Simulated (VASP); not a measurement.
# GaSn4 (Im-3m) in VASP: notebook

The runs below take GaSn4 through relaxation of cell and atoms, single point, with PBE.

All numbers are computed with VASP 6.6.1; they aren't measurements. Logs are shortened: lines on timing, memory, paths and dates and some standing lists are left out, and cuts for length are marked.

### 1 The cell of the first run

Symmetry: Im-3m, No. 229, cubic system. The conventional cell has a = 6.657 Å, b = 6.657 Å, c = 6.657 Å, α = 90.00°, β = 90.00°, γ = 90.00°. Within 3.8 Å of Ga (site symmetry m-3m) lie 8 Sn at 2.88 Å. Within 3.8 Å of Sn (site symmetry -3m) lie 2 Ga at 2.88 Å and 6 Sn at 3.33 Å.

The cell was built from a structure type or drawn by symmetry, and may not be a known phase.

### 2 Relaxation of cell and atoms, PBE

Input file INCAR:

```
SYSTEM = GaSn4
ALGO = Normal
EDIFF = 1E-6
EDIFFG = -0.01
ENCUT = 600
GGA = PE
IBRION = 2
ISIF = 3
ISMEAR = 0
LASPH = .TRUE.
LCHARG = .FALSE.
LREAL = .FALSE.
LWAVE = .FALSE.
NELM = 100
NSW = 100
PREC = Accurate
SIGMA = 0.1
```

Input file KPOINTS:

```
k-points
0
G
  8 8 8
  0 0 0
```

Input file POSCAR:

```
GaSn4
1.0
   -3.3283317088      3.3283317088      3.3283317088
    3.3283317088     -3.3283317088      3.3283317088
    3.3283317088      3.3283317088     -3.3283317088
Ga Sn
1 4
Direct
    0.0000000000      0.0000000000      0.0000000000
    0.0000000000      0.0000000000      0.5000000000
    0.5000000000      0.0000000000      0.0000000000
    0.0000000000      0.5000000000      0.0000000000
    0.5000000000      0.5000000000      0.5000000000
```

Potentials or basis: VASP PAW PBE potentials, release 64 (Ga_d, Sn_d).

Run with:

```
> cat potpaw_PBE.64/Ga_d/POTCAR potpaw_PBE.64/Sn_d/POTCAR > POTCAR
> mpirun -np 1 vasp_std > vasp.out
```

OUTCAR:

```text
SYSTEM = GaSn4
   EDIFF = 1E-6
   EDIFFG = -0.01
   ENCUT = 600
   GGA = PE
   IBRION = 2
   ISIF = 3
   ISMEAR = 0
   LASPH = .TRUE.
   LREAL = .FALSE.
   NELM = 100
   NSW = 100
   PREC = Accurate

 ion  position               nearest neighbor table
   1  0.000  0.000  0.000-   2 2.88   3 2.88   4 2.88   5 2.88   2 2.88   4 2.88   3 2.88   5 2.88

   2  0.000  0.000  0.500-   1 2.88   1 2.88   4 3.33   5 3.33   3 3.33   4 3.33   3 3.33   5 3.33

   3  0.500  0.000  0.000-   1 2.88   1 2.88   4 3.33   5 3.33   5 3.33   2 3.33   2 3.33   4 3.33

   4  0.000  0.500  0.000-   1 2.88   1 2.88   3 3.33   5 3.33   2 3.33   2 3.33   5 3.33   3 3.33

   5  0.500  0.500  0.500-   1 2.88   1 2.88   3 3.33   4 3.33   3 3.33   4 3.33   2 3.33   2 3.33

  LATTYP: Found a body centered cubic cell.
 ALAT       =     6.6566634176

  Lattice vectors:

 A1 = (  -3.3283317088,   3.3283317088,   3.3283317088)
 A2 = (   3.3283317088,  -3.3283317088,   3.3283317088)
 A3 = (   3.3283317088,   3.3283317088,  -3.3283317088)

Analysis of symmetry for initial positions (statically):
=====================================================================
 Subroutine PRICEL returns:
 Original cell was already a primitive cell.

 Routine SETGRP: Setting up the symmetry group for a
 body centered cubic supercell.

 Subroutine GETGRP returns: Found 48 space group operations
 (whereof 48 operations were pure point group operations)
 out of a pool of 48 trial point group operations.

The static configuration has the point symmetry O_h .

Analysis of symmetry for dynamics (positions and initial velocities):
=====================================================================
 Subroutine PRICEL returns:
 Original cell was already a primitive cell.

 Routine SETGRP: Setting up the symmetry group for a
 body centered cubic supercell.

 Subroutine GETGRP returns: Found 48 space group operations
 (whereof 48 operations were pure point group operations)
 out of a pool of 48 trial point group operations.

The dynamic configuration has the point symmetry O_h .

 Subroutine INISYM returns: Found 48 space group operations
 (whereof 48 operations are pure point group operations),
 and found     1 'primitive' translations

----------------------------------------------------------------------------------------

[... 100 lines left out ...]
   EDIFFG = -.1E-01   stopping-criterion for IOM
   NSW    =    100    number of steps for IOM
   IBRION =      2    ionic relax: 0-MD 1-quasi-New 2-CG
   NFREE  =      1    steps in history (QN), initial steepest desc. (CG)
   ISIF   =      3    stress and relaxation
   ISYM   =      2    0-nonsym 1-usesym 2-fastsym
   POTIM  = 0.5000    time-step for ionic-motion
   TEBEG  =    0.0;   TEEND  =   0.0 temperature during run
   PSTRESS=    0.0 pullay stress
   NELECT =      69.0000    total number of electrons
   NUPDOWN=      -1.0000    fix difference up-down
   EMIN   =  10.00;   EMAX   =-10.00  energy-range for DOS
   EFERMI =   0.00;   METHOD = LEGACY
   ISMEAR =     0;   SIGMA  =   0.10  broadening in eV -4-tet -1-fermi 0-gaus
   EFERMI_NEDOS =   21; number of points for ismear=-14 and -15
   IALGO  =     38    algorithm
   IMIX   =      4    mixing-type and parameters
     AMIX     =   0.40;   BMIX     =  1.00
     AMIX_MAG =   1.60;   BMIX_MAG =  1.00
  volume/ion in A,a.u.               =      29.50       199.05
  Fermi-wavevector in a.u.,A,eV,Ry     =   1.270900  2.401652 21.975939  1.615186
  Thomas-Fermi vector in A             =   2.403862
   LORBIT       =      0    0 simple, 1 ext, 2 COOP (PROOUT), +10 PAW based schemes
   GGA     = PE    functional components
   LHFCALC =     F    Hartree Fock is set to
   AEXX    =    0.0000 exact exchange contribution
   IVDW    =     0    specifies the selected vdW correction
   LEPSILON=     F    determine dielectric tensor
   LRPA    =     F    only Hartree local field effects (RPA)
 conjugate gradient relaxation of ions
 non-spin polarized calculation
 Gauss-broadening in eV      SIGMA  =   0.10
  energy-cutoff  :      600.00
  volume of cell :      147.48
 maximum number of plane-waves:      4976
 NGX is ok and might be reduce to    48
   NGX = 23   NGY = 23   NGZ = 23

 number of electron      69.0000029 magnetization

 Free energy of the ion-electron system (eV)
  ---------------------------------------------------
  ext. energy  EPLUGINS =         0.00000000
  ---------------------------------------------------
  free energy    TOTEN  =       -17.39784495 eV

  energy without entropy =      -17.38152333  energy(sigma->0) =      -17.38968414

 E-fermi :   6.0251     XC(G=0):  -9.6182

 val. band max:        6.0130034395   @ k =  -0.3750   0.3750   0.1250
 cond. band min:       6.1098649180   @ k =   0.5000   0.5000   0.2500
 fundamental gap:      0.0968614785
 Fermi energy:         6.0251498162

 k-point     1 :       0.0000    0.0000    0.0000
  band No.  band energies     occupation
      1     -15.5024      2.00000
      2     -15.5024      2.00000
      3     -15.4700      2.00000
      4     -15.4267      2.00000
      5     -15.4267      2.00000
      6     -15.4194      2.00000
[... 1045 lines left out ...]
     40      10.3189      0.00000
     41      10.6081      0.00000

 [... further k-points ...]

------------------------ aborting loop because EDIFF is reached ----------------------------------------

  FORCE on cell =-STRESS in cart. coord.  units (eV):
  Direction    XX          YY          ZZ          XY          YZ          ZX
  --------------------------------------------------------------------------------------
  -------------------------------------------------------------------------------------
  Total        0.0150749      0.0150749      0.0150749     -0.0000000     -0.0000000      0.0000000
  in kB        0.1637668      0.1637668      0.1637668     -0.0000000     -0.0000000      0.0000000
  external PRESSURE =       0.1637668 kB  Pullay stress =       0.0000000 kB

 VOLUME and BASIS-vectors are now :
 -----------------------------------------------------------------------------
  energy-cutoff  :      600.00
  volume of cell :      147.48
      direct lattice vectors                 reciprocal lattice vectors
    -3.328331709  3.328331709  3.328331709     0.000000000  0.150225411  0.150225411
     3.328331709 -3.328331709  3.328331709     0.150225411  0.000000000  0.150225411
     3.328331709  3.328331709 -3.328331709     0.150225411  0.150225411  0.000000000

 POSITION                                       TOTAL-FORCE (eV/Angst)
 -----------------------------------------------------------------------------------
      0.00000      0.00000      0.00000        -0.000000      0.000000      0.000000
      1.66417      1.66417     -1.66417         0.000000     -0.000000      0.000000
     -1.66417      1.66417      1.66417         0.000000      0.000000      0.000000
      1.66417     -1.66417      1.66417        -0.000000      0.000000     -0.000000
      1.66417      1.66417      1.66417        -0.000000      0.000000      0.000000
 -----------------------------------------------------------------------------------
    total drift:                                0.000000      0.000000     -0.000000

  FREE ENERGIE OF THE ION-ELECTRON SYSTEM (eV)
  ---------------------------------------------------
  free  energy   TOTEN  =       -17.3978449485 eV

  energy  without entropy=      -17.3815233278  energy(sigma->0) =      -17.38968414

 reached required accuracy - stopping structural energy minimisation
```

OSZICAR:

```text
N       E                     dE             d eps       ncg     rms          rms(c)
DAV:   1     0.708782545949E+03    0.70878E+03   -0.37460E+04  2458   0.283E+03
DAV:   2     0.901834463318E+02   -0.61860E+03   -0.60999E+03  2394   0.684E+02
DAV:   3    -0.122967726600E+02   -0.10248E+03   -0.10112E+03  2747   0.226E+02
DAV:   4    -0.173582941973E+02   -0.50615E+01   -0.50359E+01  2632   0.550E+01
DAV:   5    -0.175200572503E+02   -0.16176E+00   -0.16162E+00  3210   0.993E+00    0.303E+00
DAV:   6    -0.174164011522E+02    0.10366E+00   -0.20064E-01  2787   0.349E+00    0.168E+00
DAV:   7    -0.173965571815E+02    0.19844E-01   -0.13835E-01  2770   0.258E+00    0.348E-01
DAV:   8    -0.173977701321E+02   -0.12130E-02   -0.24080E-02  2819   0.133E+00    0.764E-02
DAV:   9    -0.173978125761E+02   -0.42444E-04   -0.23513E-03  2953   0.386E-01    0.479E-02
DAV:  10    -0.173978524631E+02   -0.39887E-04   -0.40425E-04  3676   0.173E-01    0.179E-02
DAV:  11    -0.173978453095E+02    0.71536E-05   -0.70909E-05  2791   0.738E-02    0.314E-03
DAV:  12    -0.173978453116E+02   -0.21373E-08   -0.10422E-05  2573   0.248E-02    0.291E-03
DAV:  13    -0.173978449485E+02    0.36308E-06   -0.10302E-06  1723   0.911E-03
   1 F= -.17397845E+02 E0= -.17389684E+02  d E =-.173978E+02
```

CONTCAR:

```text
GaSn4
   1.00000000000000
    -3.3283317088000000    3.3283317088000000    3.3283317088000000
     3.3283317088000000   -3.3283317088000000    3.3283317088000000
     3.3283317088000000    3.3283317088000000   -3.3283317088000000
  Ga              Sn
     1     4
Direct
     0.0000000000000000    0.0000000000000000    0.0000000000000000
     0.0000000000000000    0.0000000000000000    0.5000000000000000
     0.5000000000000000    0.0000000000000000    0.0000000000000000
     0.0000000000000000    0.5000000000000000    0.0000000000000000
     0.5000000000000000    0.5000000000000000    0.5000000000000000

  0.00000000E+00  0.00000000E+00  0.00000000E+00
  0.00000000E+00  0.00000000E+00  0.00000000E+00
  0.00000000E+00  0.00000000E+00  0.00000000E+00
  0.00000000E+00  0.00000000E+00  0.00000000E+00
  0.00000000E+00  0.00000000E+00  0.00000000E+00
```

Run time: 98 s. Hardware: 1 thread of Intel Xeon 6975P-C (Granite Rapids), shared host; peak memory 0.42 GiB.

Results:

- Free energy: -17.3978 eV
- Pressure after relaxing: 0.0 GPa
- Band gap on the k mesh: zero (an odd number of electrons rules out a gap without spin polarisation)

Final structure:
```
Ga Sn
1.0
    -3.32833    3.32833    3.32833
     3.32833   -3.32833    3.32833
     3.32833    3.32833   -3.32833
Ga Sn
1 4
Direct
  0.00000 0.00000 0.00000
  0.00000 0.00000 0.50000
  0.50000 0.00000 0.00000
  0.00000 0.50000 0.00000
  0.50000 0.50000 0.50000
```

Levels at points of the mesh, in eV from the Fermi level:
```
           k point  band 32  band 33  band 34  band 35  band 36  band 37  band 38  band 39
(0.00, 0.00, 0.00)    -3.66    -3.34    -1.82    -1.82    -1.82     2.71     2.71     3.32
(0.50, 0.00, 0.00)    -1.04    -0.91    -0.04     0.30     0.71     1.27     1.83     2.54
(0.50, 0.50, 0.50)    -2.89    -0.41    -0.41    -0.41     2.55     2.55     2.55     3.16
```

Caveat: the relaxation stopped at its first step, so nothing moved; spin-orbit coupling is left out, which moves the levels of the heavy elements.

(Continued in part 2 of 2.)
